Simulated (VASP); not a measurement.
# SrCl2: single point with PBEsol

SrCl2:

```
Sr Cl
1.0
     0.00000    2.95180    2.95180
     2.95180    0.00000    2.95180
     2.95180    2.95180    0.00000
Sr Cl
1 2
Cartesian
  0.0000 0.0000 0.0000
  4.4277 4.4277 4.4277
  1.4759 1.4759 1.4759
```

This cell differs from its parent crystal: volume scaled by 0.6.

```yaml
Program: VASP 6.6.1
Task: single point
Functional: PBEsol
Potentials_or_basis: VASP PAW PBE potentials, release 64 (Sr_sv, Cl)
Cutoff: 520 eV
k_mesh: 7 × 7 × 7
Occupations: fermi-dirac, width 0.03 eV
Spin: no spin polarisation
Dipole_correction: no
Further_INCAR_settings: ALGO = Normal; EDIFF = 1e-07; NBANDS = 19
```

The pressure is 52.2 GPa and the band gap on the k mesh is 4.70 eV, indirect (least direct gap 4.90 eV).

Levels at points of the mesh, in eV from the valence-band top:
```tsv
k point	band 8	band 9	band 10	band 11	band 12	band 13	band 14	band 15	band 16	band 17
(0.00, 0.00, 0.00)	-4.62	-4.62	-0.51	-0.51	-0.51	4.84	4.84	7.08	9.74	9.74
```

Wall time 26 s on 1 thread of Intel(R) Xeon(R) Platinum 8375C CPU @ 2.90GHz (Ice Lake), on a shared host, peak memory 0.18 GiB.

Caveat: the PAW data sets were made with another functional, which shifts forces and pressure a little. A k mesh can miss the band edges.
